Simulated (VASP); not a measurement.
BaCd3Se4:

```
CELL_PARAMETERS angstrom
0.00000 4.48648 6.50128
4.17326 0.00000 6.50128
4.17326 4.48648 0.00000
ATOMIC_POSITIONS crystal
Ba 0.00000 0.00000 0.00000
Cd 0.50000 0.00000 0.00000
Cd 0.00000 0.50000 0.50000
Cd 0.50000 0.50000 0.50000
Se 0.72872 0.27128 0.72872
Se 0.27128 0.72872 0.27128
Se 0.50000 0.50000 0.00000
Se 0.00000 0.00000 0.50000
```

The cell was generated, and may not be a known phase.

* Program: VASP 6.6.1
* Task: relaxation of cell and atoms
* Functional: PBE
* Potentials or basis: VASP PAW PBE potentials, release 64 (Ba_sv, Cd, Se)
* Cutoff: 600 eV
* k mesh: 2 × 2 × 2
* Occupations: gaussian, width 0.15 eV
* Spin: no spin polarisation

At the start: pressure 37.1 GPa; volume 30.43 Å³/atom.

**Question.** Where does the relaxation end?

**Answer.** Over 18 steps the energy falls by 1928.9 meV/atom and the volume is 44.28 Å³/atom (+45.5 %); space group Fmmm (No. 69, to 0.1 Å) before and after.

Step by step:
```tsv
step	energy change (eV)	largest force (eV/Å)	pressure (GPa)	volume (Å³)
1	0.0000	0.3556	37.11	243.45
2	-11.7846	0.1666	-3.32	557.93
3	-14.8822	1.1510	0.03	384.78
4	-14.8820	1.0841	-0.34	390.77
5	-15.2196	0.7312	-0.71	389.85
6	-15.2477	0.4511	-0.69	389.43
7	-15.2486	0.3969	-0.68	389.34
8	-15.2911	0.0331	-0.14	378.08
9	-15.2930	0.1474	0.00	375.40
10	-15.3302	0.1103	0.02	369.12
11	-15.3472	0.0527	0.10	362.03
12	-15.3723	0.0517	0.04	359.48
13	-15.4082	0.0387	0.06	351.60
14	-15.4092	0.0432	0.03	353.11
15	-15.4227	0.1136	0.01	353.65
16	-15.4281	0.1986	-0.01	354.25
17	-15.4299	0.1292	-0.04	354.24
18	-15.4311	0.0106	-0.08	354.23
```

Final structure:
```yaml
crystal:
  lattice:
    - [0.00000, 5.52584, 5.89727]
    - [5.43508, 0.00000, 5.89727]
    - [5.43508, 5.52584, 0.00000]
  atoms:
    - { symbol: Ba, position: [0.00000, 0.00000, 0.00000] }
    - { symbol: Cd, position: [0.50000, 0.00000, 0.00000] }
    - { symbol: Cd, position: [0.00000, 0.50000, 0.50000] }
    - { symbol: Cd, position: [0.50000, 0.50000, 0.50000] }
    - { symbol: Se, position: [0.72134, 0.27866, 0.72134] }
    - { symbol: Se, position: [0.27866, 0.72134, 0.27866] }
    - { symbol: Se, position: [0.50000, 0.50000, 0.00000] }
    - { symbol: Se, position: [0.00000, 0.00000, 0.50000] }
```

Caveat: the k points lie up to 0.49 Å⁻¹ apart in the final cell; the volume moved by over 15 % at a fixed basis, so the end points are rough.
